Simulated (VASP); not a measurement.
# ScGaSe (P-6m2) in VASP: a series of runs, part 2 of 2

VASP 6.6.1.

## Step 3: Single point, PBE

This run uses another cell than the first one, of 20.44 Å³/atom.

INCAR

```
SYSTEM = ScGaSe
PREC = Accurate
ENCUT = 520
EDIFF = 1E-7
ISMEAR = 0
SIGMA = 0.1
LREAL = .False.
LASPH = .True.
NELM = 100
ALGO = Normal
ISIF = 2
LWAVE = .False.
LCHARG = .False.
GGA = PE
NBANDS = 22
```

KPOINTS

```
regular mesh
0
Gamma
  12 12 10
  0 0 0
```

POSCAR

```
ScGaSe
1.0
    4.5732647930     -0.0000000031      0.0000000000
   -2.2866323938      3.9605634905      0.0000000000
    0.0000000000      0.0000000000      3.3854216959
Sc Ga Se
1 1 1
Direct
    0.6666666667      0.3333333333      0.0000000000
    0.0000000000      0.0000000000      0.5000000000
    0.3333333333      0.6666666667      0.5000000000
```

Potentials or basis: VASP PAW PBE potentials, release 64 (Sc_sv, Ga_d, Se).

On the command line:

```bash
$ cat potpaw_PBE.64/Sc_sv/POTCAR potpaw_PBE.64/Ga_d/POTCAR potpaw_PBE.64/Se/POTCAR > POTCAR
$ mpirun -np 1 vasp_std > vasp.out
```

OUTCAR:

```text
SYSTEM = ScGaSe
   PREC = Accurate
   ENCUT = 520
   EDIFF = 1E-7
   ISMEAR = 0
   LREAL = .False.
   LASPH = .True.
   NELM = 100
   ISIF = 2
   GGA = PE

 ion  position               nearest neighbor table
   1  0.667  0.333  0.000-   2 3.14   2 3.14   2 3.14   2 3.14   2 3.14   2 3.14
   2  0.000  0.000  0.500-   3 2.64   3 2.64   3 2.64   1 3.14   1 3.14   1 3.14   1 3.14   1 3.14
                             1 3.14
   3  0.333  0.667  0.500-   2 2.64   2 2.64   2 2.64

  LATTYP: Found a hexagonal cell.
 ALAT       =     4.5732647930
 C/A-ratio  =     0.7402636517

  Lattice vectors:

 A1 = (   4.5732647930,  -0.0000000031,   0.0000000000)
 A2 = (  -2.2866323938,   3.9605634905,   0.0000000000)
 A3 = (   0.0000000000,   0.0000000000,   3.3854216959)

Analysis of symmetry for initial positions (statically):
=====================================================================
 Subroutine PRICEL returns:
 Original cell was already a primitive cell.

 Routine SETGRP: Setting up the symmetry group for a
 hexagonal supercell.

 Subroutine GETGRP returns: Found 12 space group operations
 (whereof 12 operations were pure point group operations)
 out of a pool of 24 trial point group operations.

The static configuration has the point symmetry D_3h.

Analysis of symmetry for dynamics (positions and initial velocities):
=====================================================================
 Subroutine PRICEL returns:
 Original cell was already a primitive cell.

 Routine SETGRP: Setting up the symmetry group for a
 hexagonal supercell.

 Subroutine GETGRP returns: Found 12 space group operations
 (whereof 12 operations were pure point group operations)
 out of a pool of 24 trial point group operations.

The dynamic configuration has the point symmetry D_3h.

[... 108 lines left out ...]
   POTIM  = 0.5000    time-step for ionic-motion
   TEBEG  =    0.0;   TEEND  =   0.0 temperature during run
   PSTRESS=    0.0 pullay stress
   NELECT =      30.0000    total number of electrons
   NUPDOWN=      -1.0000    fix difference up-down
   EMIN   =  10.00;   EMAX   =-10.00  energy-range for DOS
   EFERMI =   0.00;   METHOD = LEGACY
   ISMEAR =     0;   SIGMA  =   0.10  broadening in eV -4-tet -1-fermi 0-gaus
   EFERMI_NEDOS =   21; number of points for ismear=-14 and -15
   IALGO  =     38    algorithm
   IMIX   =      4    mixing-type and parameters
     AMIX     =   0.40;   BMIX     =  1.00
     AMIX_MAG =   1.60;   BMIX_MAG =  1.00
  volume/ion in A,a.u.               =      20.44       137.93
  Fermi-wavevector in a.u.,A,eV,Ry     =   1.289981  2.437710 22.640778  1.664050
  Thomas-Fermi vector in A             =   2.421840
   LORBIT       =      0    0 simple, 1 ext, 2 COOP (PROOUT), +10 PAW based schemes
   GGA     = PE    functional components
   LHFCALC =     F    Hartree Fock is set to
   AEXX    =    0.0000 exact exchange contribution
   IVDW    =     0    specifies the selected vdW correction
   LEPSILON=     F    determine dielectric tensor
   LRPA    =     F    only Hartree local field effects (RPA)
 non-spin polarized calculation
 Gauss-broadening in eV      SIGMA  =   0.10
  energy-cutoff  :      520.00
  volume of cell :       61.32
 maximum number of plane-waves:      1675
 NGX is ok and might be reduce to    36
   NGX = 17   NGY = 17   NGZ = 13

 number of electron      29.9999994 magnetization

 Free energy of the ion-electron system (eV)
  ---------------------------------------------------
  ext. energy  EPLUGINS =         0.00000000
  ---------------------------------------------------
  free energy    TOTEN  =       -14.05881145 eV

  energy without entropy =      -14.04740729  energy(sigma->0) =      -14.05310937

 E-fermi :   5.7977     XC(G=0): -10.5350

 val. band max:        5.7916410568   @ k =   0.1667   0.0833   0.4000
 cond. band min:       5.8084580299   @ k =   0.3333  -0.0000   0.2000
 fundamental gap:      0.0168169732
 Fermi energy:         5.7976941610

 k-point     1 :       0.0000    0.0000    0.0000
  band No.  band energies     occupation
      1     -44.6168      2.00000
      2     -23.2729      2.00000
      3     -23.2729      2.00000
      4     -23.1039      2.00000
      5      -9.4647      2.00000
      6      -9.2670      2.00000
[... 589 lines left out ...]
     21      10.1695      0.00000
     22      10.4486      0.00000

 [... further k-points ...]
[... 5 lines left out ...]
  --------------------------------------------------------------------------------------
  -------------------------------------------------------------------------------------
  Total        0.0644177      0.0644177      0.0269151      0.0000000      0.0000000     -0.0000000
  in kB        1.6831379      1.6831379      0.7032516      0.0000000      0.0000000     -0.0000000
  external PRESSURE =       1.3565091 kB  Pullay stress =       0.0000000 kB

 VOLUME and BASIS-vectors are now :
 -----------------------------------------------------------------------------
  energy-cutoff  :      520.00
  volume of cell :       61.32
      direct lattice vectors                 reciprocal lattice vectors
     4.573264793 -0.000000003  0.000000000     0.218662169  0.126244662  0.000000000
    -2.286632394  3.960563490  0.000000000     0.000000000  0.252489325  0.000000000
     0.000000000  0.000000000  3.385421696     0.000000000  0.000000000  0.295384177

 POSITION                                       TOTAL-FORCE (eV/Angst)
 -----------------------------------------------------------------------------------
      2.28663      1.32019      0.00000        -0.000000     -0.000000      0.000000
      0.00000      0.00000      1.69271         0.000000      0.000000      0.000000
      0.00000      2.64038      1.69271         0.000000      0.000000      0.000000
 -----------------------------------------------------------------------------------
    total drift:                                0.000000     -0.000000      0.000000

  FREE ENERGIE OF THE ION-ELECTRON SYSTEM (eV)
  ---------------------------------------------------
  free  energy   TOTEN  =       -14.0588114548 eV

  energy  without entropy=      -14.0474072949  energy(sigma->0) =      -14.05310937
```

Run time: 99 s. Hardware: 1 thread of AMD EPYC 9R45 (Zen 5), shared host; peak memory 0.28 GiB.

Results:

| Item | Value |
| --- | --- |
| Free energy | -14.0588 eV |
| Pressure | 0.1 GPa |
| Band gap on the k mesh | zero (bands 15 and 16 overlap by 1.29 eV) |

## Step 4: Single point, PBE

This run uses another cell than the first one, of 20.45 Å³/atom.

INCAR

```
SYSTEM = ScGaSe
  PREC = Accurate
  ENCUT = 520
  EDIFF = 1E-7
  ISMEAR = 0
  SIGMA = 0.1
  LREAL = .False.
  LASPH = .True.
  NELM = 80
  ALGO = Normal
  ISIF = 2
  LWAVE = .False.
  LCHARG = .False.
  GGA = PE
  NBANDS = 22
```

KPOINTS

```
Automatic mesh
0
Gamma
  12 12 14
  0 0 0
```

POSCAR

```
ScGaSe
1.0
    4.5669451290     -0.0000000031      0.0000000000
   -2.2834725618      3.9550905009      0.0000000000
    0.0000000000      0.0000000000      3.3971871953
Sc Ga Se
1 1 1
Direct
    0.6666666667      0.3333333333      0.0000000000
    0.0000000000      0.0000000000      0.5000000000
    0.3333333333      0.6666666667      0.5000000000
```

Potentials or basis: VASP PAW PBE potentials, release 64 (Sc_sv, Ga_d, Se).

On the command line:

```bash
$ cat potpaw_PBE.64/Sc_sv/POTCAR potpaw_PBE.64/Ga_d/POTCAR potpaw_PBE.64/Se/POTCAR > POTCAR
$ mpirun -np 1 vasp_std > vasp.out
```

OUTCAR:

```text
SYSTEM = ScGaSe
   PREC = Accurate
   ENCUT = 520
   EDIFF = 1E-7
   ISMEAR = 0
   LREAL = .False.
   LASPH = .True.
   NELM = 80
   ISIF = 2
   GGA = PE

 ion  position               nearest neighbor table
   1  0.667  0.333  0.000-   2 3.14   2 3.14   2 3.14   2 3.14   2 3.14   2 3.14
   2  0.000  0.000  0.500-   3 2.64   3 2.64   3 2.64   1 3.14   1 3.14   1 3.14   1 3.14   1 3.14
                             1 3.14
   3  0.333  0.667  0.500-   2 2.64   2 2.64   2 2.64

  LATTYP: Found a hexagonal cell.
 ALAT       =     4.5669451290
 C/A-ratio  =     0.7438642461

  Lattice vectors:

 A1 = (   4.5669451290,  -0.0000000031,   0.0000000000)
 A2 = (  -2.2834725618,   3.9550905009,   0.0000000000)
 A3 = (   0.0000000000,   0.0000000000,   3.3971871953)

Analysis of symmetry for initial positions (statically):
=====================================================================
 Subroutine PRICEL returns:
 Original cell was already a primitive cell.

 Routine SETGRP: Setting up the symmetry group for a
 hexagonal supercell.

 Subroutine GETGRP returns: Found 12 space group operations
 (whereof 12 operations were pure point group operations)
 out of a pool of 24 trial point group operations.

The static configuration has the point symmetry D_3h.

Analysis of symmetry for dynamics (positions and initial velocities):
=====================================================================
 Subroutine PRICEL returns:
 Original cell was already a primitive cell.

 Routine SETGRP: Setting up the symmetry group for a
 hexagonal supercell.

 Subroutine GETGRP returns: Found 12 space group operations
 (whereof 12 operations were pure point group operations)
 out of a pool of 24 trial point group operations.

The dynamic configuration has the point symmetry D_3h.

[... 108 lines left out ...]
   POTIM  = 0.5000    time-step for ionic-motion
   TEBEG  =    0.0;   TEEND  =   0.0 temperature during run
   PSTRESS=    0.0 pullay stress
   NELECT =      30.0000    total number of electrons
   NUPDOWN=      -1.0000    fix difference up-down
   EMIN   =  10.00;   EMAX   =-10.00  energy-range for DOS
   EFERMI =   0.00;   METHOD = LEGACY
   ISMEAR =     0;   SIGMA  =   0.10  broadening in eV -4-tet -1-fermi 0-gaus
   EFERMI_NEDOS =   21; number of points for ismear=-14 and -15
   IALGO  =     38    algorithm
   IMIX   =      4    mixing-type and parameters
     AMIX     =   0.40;   BMIX     =  1.00
     AMIX_MAG =   1.60;   BMIX_MAG =  1.00
  volume/ion in A,a.u.               =      20.45       138.03
  Fermi-wavevector in a.u.,A,eV,Ry     =   1.289678  2.437138 22.630159  1.663270
  Thomas-Fermi vector in A             =   2.421556
   LORBIT       =      0    0 simple, 1 ext, 2 COOP (PROOUT), +10 PAW based schemes
   GGA     = PE    functional components
   LHFCALC =     F    Hartree Fock is set to
   AEXX    =    0.0000 exact exchange contribution
   IVDW    =     0    specifies the selected vdW correction
   LEPSILON=     F    determine dielectric tensor
   LRPA    =     F    only Hartree local field effects (RPA)
 non-spin polarized calculation
 Gauss-broadening in eV      SIGMA  =   0.10
  energy-cutoff  :      520.00
  volume of cell :       61.36
 maximum number of plane-waves:      1693
 NGX is ok and might be reduce to    36
   NGX = 17   NGY = 17   NGZ = 13

 number of electron      29.9999992 magnetization

 Free energy of the ion-electron system (eV)
  ---------------------------------------------------
  ext. energy  EPLUGINS =         0.00000000
  ---------------------------------------------------
  free energy    TOTEN  =       -14.05950014 eV

  energy without entropy =      -14.04866882  energy(sigma->0) =      -14.05408448

 E-fermi :   5.7901     XC(G=0): -10.5312

 val. band max:        5.7847995656   @ k =   0.3333   0.3333   0.5000
 cond. band min:       5.7904628934   @ k =   0.0000   0.0000   0.0714
 fundamental gap:      0.0056633278
 Fermi energy:         5.7900978364

 k-point     1 :       0.0000    0.0000    0.0000
  band No.  band energies     occupation
      1     -44.6237      2.00000
      2     -23.2784      2.00000
      3     -23.2784      2.00000
      4     -23.1154      2.00000
      5      -9.4728      2.00000
      6      -9.2706      2.00000
[... 589 lines left out ...]
     21      10.1840      0.00000
     22      10.6444      0.00000

 [... further k-points ...]
[... 5 lines left out ...]
  --------------------------------------------------------------------------------------
  -------------------------------------------------------------------------------------
  Total        0.0620653      0.0620653      0.0373664      0.0000000     -0.0000000      0.0000000
  in kB        1.6205320      1.6205320      0.9756416      0.0000000     -0.0000000      0.0000000
  external PRESSURE =       1.4055685 kB  Pullay stress =       0.0000000 kB

 VOLUME and BASIS-vectors are now :
 -----------------------------------------------------------------------------
  energy-cutoff  :      520.00
  volume of cell :       61.36
      direct lattice vectors                 reciprocal lattice vectors
     4.566945129 -0.000000003  0.000000000     0.218964750  0.126419357  0.000000000
    -2.283472562  3.955090501  0.000000000     0.000000000  0.252838715  0.000000000
     0.000000000  0.000000000  3.397187195     0.000000000  0.000000000  0.294361171

 POSITION                                       TOTAL-FORCE (eV/Angst)
 -----------------------------------------------------------------------------------
      2.28347      1.31836      0.00000         0.000000      0.000000      0.000000
      0.00000      0.00000      1.69859        -0.000000      0.000000      0.000000
      0.00000      2.63673      1.69859        -0.000000     -0.000000      0.000000
 -----------------------------------------------------------------------------------
    total drift:                                0.000000     -0.000000      0.000000

  FREE ENERGIE OF THE ION-ELECTRON SYSTEM (eV)
  ---------------------------------------------------
  free  energy   TOTEN  =       -14.0595001419 eV

  energy  without entropy=      -14.0486688219  energy(sigma->0) =      -14.05408448
```

OSZICAR:

```text
N       E                     dE             d eps       ncg     rms          rms(c)
DAV:   1     0.308216315993E+03    0.30822E+03   -0.14585E+04  6736   0.186E+03
DAV:   2     0.122189896028E+02   -0.29600E+03   -0.28816E+03  6852   0.505E+02
DAV:   3    -0.145713692330E+02   -0.26790E+02   -0.25702E+02  9296   0.142E+02
DAV:   4    -0.155794007899E+02   -0.10080E+01   -0.10007E+01  8736   0.265E+01
DAV:   5    -0.156048796057E+02   -0.25479E-01   -0.25462E-01  9466   0.430E+00    0.799E+00
DAV:   6    -0.141179934495E+02    0.14869E+01   -0.37356E+00  9518   0.183E+01    0.334E+00
DAV:   7    -0.140820126952E+02    0.35981E-01   -0.30280E-01 10362   0.633E+00    0.204E+00
DAV:   8    -0.140663098826E+02    0.15703E-01   -0.81535E-02  9362   0.325E+00    0.552E-01
DAV:   9    -0.140595390465E+02    0.67708E-02   -0.17252E-02  9016   0.163E+00    0.154E-01
DAV:  10    -0.140598073885E+02   -0.26834E-03   -0.11715E-03 10566   0.379E-01    0.114E-01
DAV:  11    -0.140595703720E+02    0.23702E-03   -0.14653E-03  9212   0.450E-01    0.520E-02
DAV:  12    -0.140595001233E+02    0.70249E-04   -0.16959E-04  9130   0.142E-01    0.841E-03
DAV:  13    -0.140595007412E+02   -0.61789E-06   -0.91545E-06  9702   0.297E-02    0.412E-03
DAV:  14    -0.140595001329E+02    0.60820E-06   -0.13756E-06  9154   0.128E-02    0.132E-03
DAV:  15    -0.140595001419E+02   -0.89240E-08   -0.89441E-08  6448   0.418E-03
   1 F= -.14059500E+02 E0= -.14054084E+02  d E =-.108313E-01
```

stdout:

```text
POSCAR found type information on POSCAR ScGaSe
 POSCAR found :  3 types and       3 ions
 scaLAPACK will be used
 LDA part: xc-table for (Slater+PW92), standard interpolation
 POSCAR, INCAR and KPOINTS ok, starting setup
 FFT: planning ... GRIDC
 FFT: planning ... GRID_SOFT
 FFT: planning ... GRID
 WAVECAR not read
 entering main loop
```

It took 2.2 min on 1 thread of AMD EPYC 9R45 (Zen 5), shared host; peak memory 0.33 GiB.

What came out:

- Free energy: -14.0595 eV
- Pressure: 0.1 GPa
- Band gap on the k mesh: zero (bands 15 and 16 overlap by 1.34 eV)

Levels at points of the mesh, in eV from the Fermi level:
| k point | band 13 | band 14 | band 15 | band 16 | band 17 | band 18 |
| --- | --- | --- | --- | --- | --- | --- |
| (0.00, 0.00, 0.00) | -4.67 | -1.46 | -0.67 | 0.12 | 0.12 | 1.64 |
| (0.50, 0.00, 0.00) | -3.34 | -1.47 | 0.36 | 0.62 | 1.55 | 1.56 |
| (0.00, 0.00, 0.50) | -3.66 | -3.45 | -0.80 | -0.80 | 0.20 | 0.36 |
| (0.50, 0.00, 0.50) | -4.80 | -2.57 | -1.42 | 1.32 | 1.35 | 1.79 |

## Step 5: Summary

```tsv
cell	k mesh	gap on the mesh (eV)	pressure (GPa)
a = 4.277, b = 4.277, c = 4.590 Å, angles 90.0, 90.0, 120.0°, 3 atoms	6 × 6 × 4	none	-1.0
a = 4.573, b = 4.573, c = 3.385 Å, angles 90.0, 90.0, 120.0°, 3 atoms	12 × 12 × 10	none	0.1
a = 4.567, b = 4.567, c = 3.397 Å, angles 90.0, 90.0, 120.0°, 3 atoms	12 × 12 × 14	none	0.1
```

Alike in all rows: task single point; level PBE; potentials or basis VASP PAW PBE potentials, release 64 (Sc_sv, Ga_d, Se); no spin polarisation; cutoff (eV) 520; smearing gaussian 0.1 eV.

Total energies depend on the potentials used, so only differences within one code and one set of settings carry meaning.
